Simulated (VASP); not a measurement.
Input of a VASP 6.6.1 run:

Contents of INCAR:

```
PREC = Accurate
ENCUT = 520
EDIFF = 1E-7
ISMEAR = -1
SIGMA = 0.02
LREAL = Auto
LASPH = True
NELM = 100
ALGO = Normal
ISIF = 2
LWAVE = False
LCHARG = True
GGA = PE
IVDW = 12
LELF = True
LVHAR = True
NBANDS = 44
```

The input KPOINTS:

```
Automatic mesh
0
Gamma
  1 1 1
```

Contents of POSCAR:

```
H13ClO6
1.0
    5.6959650000      0.0000000000      0.0000000000
    0.0000000000      5.6959650000      0.0000000000
    0.0000000000      0.0000000000      5.6959650000
O H Cl
6 13 1
Direct
    0.7623642350      0.9911226631      0.5359759058
    0.3977201405      0.5993716605      0.2826737875
    0.9685277209      0.6520054108     -0.0170120427
    0.7285683813      0.3212273952      0.1950152432
   -0.0274404776      0.4170320569      0.5948421383
    0.5546909084      0.5396100573      0.6763910944
    0.9051319662      1.0343637996      0.6143471738
    0.6453866904      1.0356454086      0.6630307595
    0.4446129848      0.7477749600      0.2021255397
    0.4975978609      0.4728434954      0.2281966269
    0.9337838277      0.5756882284      0.1268090657
    1.1015341562      0.7614161955      0.0217873530
    0.6945442958      0.2033544799      0.0697335746
    0.7168758937      0.2097625249      0.3337625846
    0.0407305874      0.5036547802      0.7337474862
    0.0742982093      0.4715443301      0.4626257359
    0.4689811121      0.5729845601      0.5197890085
    0.7258120441      0.5074820509      0.6255831979
    0.5498804856      0.6806572723      0.7789373706
    0.4278291738      0.9826956451      0.9416666008
```

Potentials or basis: VASP PAW PBE potentials, release 64 (O, H, Cl).

Launch:

```sh
$ cat potpaw_PBE.64/O/POTCAR potpaw_PBE.64/H/POTCAR potpaw_PBE.64/Cl/POTCAR > POTCAR
$ mpirun -np 1 vasp_gam > vasp.out
```

(1) What does it give for the pressure?

(2) What does it give for the dispersion energy per atom?

(3) Predict the largest force.

Results:

(1) 3.2 GPa.

(2) -0.047 eV.

(3) 2.739 eV/Å.

Caveat: the k points lie up to 1.10 Å⁻¹ apart.
